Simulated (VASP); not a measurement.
# Al (Fm-3m) in VASP: single point with PBE+D3(BJ)

Aim: the single point of Al with PBE+D3(BJ).

All numbers are computed with VASP 6.6.1; they aren't measurements. Logs are shortened: lines on timing, memory, paths and dates and some standing lists are left out, and cuts for length are marked.

## Step 1: The cell of the first run

The structure is cubic, space group Fm-3m (No. 225). Conventional cell: a = 3.983 Å, b = 3.983 Å, c = 3.983 Å, α = 90.00°, β = 90.00°, γ = 90.00°. Al (site symmetry m-3m) has 12 Al at 2.82 Å within 3.7 Å.

## Step 2: Single point, PBE+D3(BJ)

Contents of INCAR:

```
SYSTEM = Al
PREC = Accurate ; ENCUT = 520
EDIFF = 1E-6 ; ISMEAR = 0
SIGMA = 0.1 ; LREAL = .FALSE.
LASPH = .TRUE. ; NELM = 80
ALGO = Normal ; ISIF = 2
LWAVE = .FALSE. ; LCHARG = .FALSE.
GGA = PE ; IVDW = 12
NBANDS = 8
```

Contents of KPOINTS:

```
regular mesh
0
G
  18 18 18
  0 0 0
```

Contents of POSCAR:

```
Al
1.0
    0.0000000000      1.9913663548      1.9913663548
    1.9913663548      0.0000000000      1.9913663548
    1.9913663548      1.9913663548      0.0000000000
Al
1
Direct
    0.0000000000      0.0000000000      0.0000000000
```

Potentials or basis: VASP PAW PBE potentials, release 64 (Al).

Command:

```
$ cat potpaw_PBE.64/Al/POTCAR > POTCAR
$ mpirun -np 1 vasp_std > vasp.out
```

OUTCAR:

```text
SYSTEM = Al
   PREC = Accurate
   ENCUT = 520
   EDIFF = 1E-6
   ISMEAR = 0
   LREAL = .FALSE.
   LASPH = .TRUE.
   NELM = 80
   ISIF = 2
   GGA = PE
   IVDW = 12
 IVDW          = 12

 ion  position               nearest neighbor table
   1  0.000  0.000  0.000-

  LATTYP: Found a face centered cubic cell.
 ALAT       =     3.9827327096

  Lattice vectors:

 A1 = (   0.0000000000,   1.9913663548,   1.9913663548)
 A2 = (   1.9913663548,   0.0000000000,   1.9913663548)
 A3 = (   1.9913663548,   1.9913663548,   0.0000000000)

Analysis of symmetry for initial positions (statically):
=====================================================================
 Subroutine PRICEL returns:
 Original cell was already a primitive cell.

 Routine SETGRP: Setting up the symmetry group for a
 face centered cubic supercell.

 Subroutine GETGRP returns: Found 48 space group operations
 (whereof 48 operations were pure point group operations)
 out of a pool of 48 trial point group operations.

The static configuration has the point symmetry O_h .

Analysis of symmetry for dynamics (positions and initial velocities):
=====================================================================
 Subroutine PRICEL returns:
 Original cell was already a primitive cell.

 Routine SETGRP: Setting up the symmetry group for a
 face centered cubic supercell.

 Subroutine GETGRP returns: Found 48 space group operations
 (whereof 48 operations were pure point group operations)
 out of a pool of 48 trial point group operations.

The dynamic configuration has the point symmetry O_h .

 Subroutine INISYM returns: Found 48 space group operations
 (whereof 48 operations are pure point group operations),
 and found     1 'primitive' translations

----------------------------------------------------------------------------------------

                                     Primitive cell

  volume of cell :      15.7937

  direct lattice vectors                    reciprocal lattice vectors
     0.000000000  1.991366355  1.991366355    -0.251083885  0.251083885  0.251083885
     1.991366355  0.000000000  1.991366355     0.251083885 -0.251083885  0.251083885
     1.991366355  1.991366355  0.000000000     0.251083885  0.251083885 -0.251083885

  length of vectors
     2.816217307  2.816217307  2.816217307     0.434890045  0.434890045  0.434890045

  position of ions in fractional coordinates (direct lattice)
     0.000000000  0.000000000  0.000000000

  ion indices of the primitive-cell ions
   primitive index   ion index
                 1           1

----------------------------------------------------------------------------------------

 KPOINTS: regular mesh

Automatic generation of k-mesh.
 Grid dimensions read from file:
 generate k-points for:   18   18   18

 Generating k-lattice:

  Cartesian coordinates                     Fractional coordinates (reciprocal lattice)
    -0.013949105  0.013949105  0.013949105     0.055555556  0.000000000  0.000000000
     0.013949105 -0.013949105  0.013949105     0.000000000  0.055555556  0.000000000
     0.013949105  0.013949105 -0.013949105     0.000000000  0.000000000  0.055555556

  Length of vectors
     0.024160558  0.024160558  0.024160558

  Shift w.r.t. Gamma in fractional coordinates (k-lattice)
     0.000000000  0.000000000  0.000000000

 Subroutine IBZKPT returns following result:
 ===========================================

 Found    195 irreducible k-points:

 Following reciprocal coordinates:
            Coordinates               Weight
  0.000000  0.000000  0.000000      1.000000
  0.055556  0.000000  0.000000      8.000000
  0.111111  0.000000  0.000000      8.000000
  0.166667  0.000000  0.000000      8.000000
  0.222222  0.000000  0.000000      8.000000
  0.277778  0.000000  0.000000      8.000000
[... 16 lines left out ...]
 -0.277778  0.055556  0.000000     24.000000
 -0.222222  0.055556  0.000000     24.000000
 [... further k-points ...]
   k-points           NKPTS =    195   k-points in BZ     NKDIM =    195   number of bands    NBANDS=      8
   number of dos      NEDOS =    301   number of ions     NIONS =      1
   total plane-waves  NPLWV =  13824
   dimension x,y,z NGX =    24 NGY =   24 NGZ =   24
   dimension x,y,z NGXF=    48 NGYF=   48 NGZF=   48
   ions per type =               1
   NGX,Y,Z   is equivalent  to a cutoff of  14.17, 14.17, 14.17 a.u.
   NGXF,Y,Z  is equivalent  to a cutoff of  28.34, 28.34, 28.34 a.u.
 SYSTEM =  Al
   PREC   = accura    normal or accurate (medium, high low for compatibility)
   ISTART =      0    job   : 0-new  1-cont  2-samecut
   ICHARG =      2    charge: 1-file 2-atom 10-const
   ISPIN  =      1    spin polarized calculation?
   LNONCOLLINEAR =      F non collinear calculations
   LSORBIT =      F    spin-orbit coupling
   LASPH  =      T    aspherical Exc in radial PAW
   ENCUT  =  520.0 eV  38.22 Ry    6.18 a.u.   5.24  5.24  5.24*2*pi/ulx,y,z
   NELM   =     80;   NELMIN=  2; NELMDL= -5     # of ELM steps
   EDIFF  = 0.1E-05   stopping-criterion for ELM
   LREAL  =      F    real-space projection
   EDIFFG = 0.1E-04   stopping-criterion for IOM
   NSW    =      0    number of steps for IOM
   IBRION =     -1    ionic relax: 0-MD 1-quasi-New 2-CG
   NFREE  =      0    steps in history (QN), initial steepest desc. (CG)
   ISIF   =      2    stress and relaxation
   ISYM   =      2    0-nonsym 1-usesym 2-fastsym
   POTIM  = 0.5000    time-step for ionic-motion
   TEBEG  =    0.0;   TEEND  =   0.0 temperature during run
   PSTRESS=    0.0 pullay stress
   NELECT =       3.0000    total number of electrons
   NUPDOWN=      -1.0000    fix difference up-down
   EMIN   =  10.00;   EMAX   =-10.00  energy-range for DOS
   EFERMI =   0.00;   METHOD = LEGACY
   ISMEAR =     0;   SIGMA  =   0.10  broadening in eV -4-tet -1-fermi 0-gaus
   EFERMI_NEDOS =   21; number of points for ismear=-14 and -15
   IALGO  =     38    algorithm
   IMIX   =      4    mixing-type and parameters
     AMIX     =   0.40;   BMIX     =  1.00
     AMIX_MAG =   1.60;   BMIX_MAG =  1.00
  volume/ion in A,a.u.               =      15.79       106.58
  Fermi-wavevector in a.u.,A,eV,Ry     =   0.941067  1.778360 12.049428  0.885608
  Thomas-Fermi vector in A             =   2.068542
   LORBIT       =      0    0 simple, 1 ext, 2 COOP (PROOUT), +10 PAW based schemes
   GGA     = PE    functional components
   LHFCALC =     F    Hartree Fock is set to
   AEXX    =    0.0000 exact exchange contribution
   IVDW    =    12    specifies the selected vdW correction
   LEPSILON=     F    determine dielectric tensor
   LRPA    =     F    only Hartree local field effects (RPA)
 non-spin polarized calculation
 Gauss-broadening in eV      SIGMA  =   0.10
  energy-cutoff  :      520.00
  volume of cell :       15.79
 maximum number of plane-waves:       444
 NGX is ok and might be reduce to    24
   NGX = 11   NGY = 11   NGZ = 11

 number of electron       3.0000000 magnetization

 Free energy of the ion-electron system (eV)
  ---------------------------------------------------
  ext. energy  EPLUGINS =         0.00000000
  ---------------------------------------------------
  free energy    TOTEN  =        -3.73685955 eV

  energy without entropy =       -3.73391893  energy(sigma->0) =       -3.73538924

 E-fermi :   8.4596     XC(G=0): -10.3559

 val. band max:        8.4590293101   @ k =  -0.4444   0.3333   0.1111
 cond. band min:       8.4852710859   @ k =  -0.2222   0.3889   0.1667
 fundamental gap:      0.0262417759
 Fermi energy:         8.4596336438

 k-point     1 :       0.0000    0.0000    0.0000
  band No.  band energies     occupation
      1      -2.9760      2.00000
      2      21.3291      0.00000
      3      21.3291      0.00000
      4      21.3291      0.00000
      5      23.1586      0.00000
      6      23.1586      0.00000
      7      23.1586      0.00000
      8      25.2510      0.00000

 k-point     2 :       0.0556    0.0000    0.0000
  band No.  band energies     occupation
      1      -2.8896      2.00000
      2      19.8336      0.00000
      3      21.0545      0.00000
      4      21.0545      0.00000
      5      23.5701      0.00000
      6      23.5701      0.00000
      7      23.6613      0.00000
      8      26.1818      0.00000

 k-point     3 :       0.1111    0.0000    0.0000
  band No.  band energies     occupation
      1      -2.6308      2.00000
      2      17.5665      0.00000
      3      20.5686      0.00000
      4      20.5686      0.00000
      5      23.6783      0.00000
      6      24.4411      0.00000
      7      24.4411      0.00000
      8      26.8057      0.00000

 k-point     4 :       0.1667    0.0000    0.0000
  band No.  band energies     occupation
      1      -2.2006      2.00000
      2      15.2756      0.00000
      3      20.1309      0.00000
      4      20.1309      0.00000
      5      23.4911      0.00000
      6      25.0487      0.00000
      7      25.0487      0.00000
      8      26.1398      0.00000

 k-point     5 :       0.2222    0.0000    0.0000
  band No.  band energies     occupation
      1      -1.6005      2.00000
      2      13.0608      0.00000
      3      19.8054      0.00000
      4      19.8054      0.00000
      5      23.3032      0.00000
      6      24.1749      0.00000
      7      24.1749      0.00000
      8      27.1742      0.00000
[... 177 lines left out ...]
 k-point    22 :      -0.3333    0.0556    0.0000
  band No.  band energies     occupation
      1       0.5212      2.00000
      2       8.4124      1.49601
      3      17.8407      0.00000
      4      20.7795      0.00000
      5      20.8561      0.00000
      6      22.3195      0.00000
      7      23.8970      0.00000
      8      26.8459      0.00000

 k-point    23 :      -0.2778    0.0556    0.0000
  band No.  band energies     occupation
      1      -0.4648      2.00000
      2      10.3449      0.00000
      3      17.8596      0.00000
      4      20.8165      0.00000
      5      21.7195      0.00000
      6      23.1991      0.00000
      7      23.8581      0.00000
      8      27.6584      0.00000

 k-point    24 :      -0.2222    0.0556    0.0000
  band No.  band energies     occupation
      1      -1.2873      2.00000
      2      12.4034      0.00000
      3      18.0254      0.00000
      4      20.9490      0.00000
      5      22.7458      0.00000
      6      23.8288      0.00000
      7      24.3010      0.00000
      8      26.5430      0.00000

 [... further k-points ...]

------------------------ aborting loop because EDIFF is reached ----------------------------------------

 Edisp (eV)   -0.35199

 E8    (eV) :    -0.1575

  FORCE on cell =-STRESS in cart. coord.  units (eV):
  Direction    XX          YY          ZZ          XY          YZ          ZX
  --------------------------------------------------------------------------------------
  -------------------------------------------------------------------------------------
  Total      -0.00693    -0.00693    -0.00693     0.00000    -0.00000     0.00000
  in kB      -0.70253    -0.70253    -0.70253     0.00000    -0.00000     0.00000
  external pressure =       -0.70 kB  Pullay stress =        0.00 kB

 VOLUME and BASIS-vectors are now :
 -----------------------------------------------------------------------------
  energy-cutoff  :      520.00
  volume of cell :       15.79
      direct lattice vectors                 reciprocal lattice vectors
     0.000000000  1.991366355  1.991366355    -0.251083885  0.251083885  0.251083885
     1.991366355  0.000000000  1.991366355     0.251083885 -0.251083885  0.251083885
     1.991366355  1.991366355  0.000000000     0.251083885  0.251083885 -0.251083885

 POSITION                                       TOTAL-FORCE (eV/Angst)
 -----------------------------------------------------------------------------------
      0.00000      0.00000      0.00000         0.000000      0.000000      0.000000
 -----------------------------------------------------------------------------------
    total drift:                               -0.000000      0.000000     -0.000000

  FREE ENERGIE OF THE ION-ELECTRON SYSTEM (eV)
  ---------------------------------------------------
  free  energy   TOTEN  =        -4.0888460185 eV

  energy  without entropy=       -4.0859053977  energy(sigma->0) =       -4.08737571
```

Wall time 16 s (1 thread of Intel Xeon 8259CL, shared host); peak memory 0.15 GiB.

What came out:

```
Free energy                : -4.0888 eV
Pressure                   : -0.1 GPa
Band gap on the k mesh     : zero (an odd number of electrons rules out a gap without spin polarisation)
Dispersion energy per atom : -0.352 eV
```

Levels at points of the mesh, in eV from the Fermi level:
```csv
k point,band 1,band 2,band 3,band 4,band 5,band 6
"(0.00, 0.00, 0.00)",-11.44,12.87,12.87,12.87,14.70,14.70
"(0.50, 0.00, 0.00)",-4.76,-4.43,11.67,11.67,11.89,11.89
"(0.50, 0.50, 0.00)",-3.02,-1.61,5.27,5.81,5.81,9.50
```
